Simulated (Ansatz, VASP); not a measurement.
# Ti4C: VASP beside Ansatz

INCAR

```
  ALGO = Normal
  EDIFF = 1E-6
  EDIFFG = -0.04
  ENCUT = 600
  GGA = PE
  IBRION = 2
  ISIF = 3
  ISMEAR = 0
  LASPH = True
  LCHARG = False
  LREAL = False
  LWAVE = False
  NELM = 60
  NSW = 90
  PREC = Accurate
  SIGMA = 0.1
```

KPOINTS

```
k-points
0
Gamma
  6 6 4
```

Contents of POSCAR:

```
Ti4C
1.0
    4.0190454900      0.0000000000      0.0000000000
   -2.0095227500      3.4805955000      0.0000000000
    0.0000000000      0.0000000000      5.9914861500
Ti C
4 1
Direct
    0.5000000000      0.0000000000      0.5000000000
    0.0000000000      0.5000000000      0.5000000000
    0.5000000000      0.5000000000      0.5000000000
    0.0000000000      0.0000000000      0.0000000000
    0.0000000000      0.0000000000      0.5000000000
```

Input for Ansatz:

```yaml
crystal:
  lattice:
    - [4.01904549, 0.0, 0.0]
    - [-2.00952275, 3.4805955, 0.0]
    - [0.0, 0.0, 5.99148615]
  atoms:
    - { symbol: Ti, position: [0.5, 0.0, 0.5] }
    - { symbol: Ti, position: [0.0, 0.5, 0.5] }
    - { symbol: Ti, position: [0.5, 0.5, 0.5] }
    - { symbol: Ti, position: [0.0, 0.0, 0.0] }
    - { symbol: C, position: [0.0, 0.0, 0.5] }
basis:
  ecutwfc: 420
kpoints:
  mp_grid: { grid: [6, 6, 4] }
hamiltonian:
  xc: pbe
scf:
  occupations: { method: gaussian, width: 0.1 }
  lower_state_search: "off"
output:
  forces: true
  stress: true
  eigenvalues: true
relax:
  adjacent_minimum: "off"
  f_tol: 0.04
  max_steps: 70
  cell: { stress_tol: 0.4 }
```

Alike in both runs: task relaxation of cell and atoms; functional PBE; k mesh 6 × 6 × 4; occupations gaussian, width 0.1 eV; no spin polarisation.

|  | VASP | Ansatz |
| --- | --- | --- |
| version | VASP 6.6.1 | Ansatz 0.2.0 |
| potentials or method | VASP PAW PBE potentials, release 64 (Ti_sv, C), cutoff 600 eV | scalar-relativistic, plane waves, PAW |
| valence electrons in the cell | 52 | 52 |

Ansatz gave:

```
gap on the k mesh at the Fermi level, each at its own relaxed structure (eV) : none
relaxed volume (Å³/atom)                                                     : 16.62
relaxed cell length with the largest relative difference (Å)                 : 4.954
```

**Question.** What did VASP give for the same quantities?

**Answer.** gap on the k mesh at the Fermi level, each at its own relaxed structure (eV): none; relaxed volume (Å³/atom): 16.53; relaxed cell length with the largest relative difference (Å): 4.936.

A gap of «none» marks a metal or a gap that the smearing closes.
